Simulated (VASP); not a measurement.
V, 1 atom in the cell. Symmetry: Im-3m, No. 229, cubic system. The conventional cell has a = 3.030 Å, b = 3.030 Å, c = 3.030 Å, α = 90.00°, β = 90.00°, γ = 90.00°. Within 3.5 Å of V (site symmetry m-3m) lie 14 V at 2.62 to 3.03 Å. 

```yaml
Program: VASP 6.6.1
Task: relaxation of cell and atoms
Functional: PBE
Potentials_or_basis: VASP PAW PBE potentials, release 64 (V_sv)
Cutoff: 600 eV
k_mesh: 10 × 10 × 10
Occupations: fermi-dirac, width 0.05 eV
Spin: collinear spin, ferromagnetic start
Starting_moments: "[1.5] μB"
Dipole_correction: no
Further_INCAR_settings: ALGO = Normal; EDIFF = 1e-06; IBRION = 2; EDIFFG = -0.02; NSW = 80; ISIF = 3
```

Potentials or basis: VASP PAW PBE potentials, release 64 (V_sv).

Launch:

```bash
$ cat potpaw_PBE.64/V_sv/POTCAR > POTCAR
$ mpirun -np 1 vasp_std > vasp.out
```

Hardware: 1 thread of AMD EPYC 9R14 (Zen 4), with other jobs on the host.

Estimate the wall time of this run.

Wall time 27 s on 1 thread of AMD EPYC 9R14 (Zen 4), with other jobs on the host, peak memory 0.13 GiB. Counts: scf iterations 27, k points 47, ion steps 3.
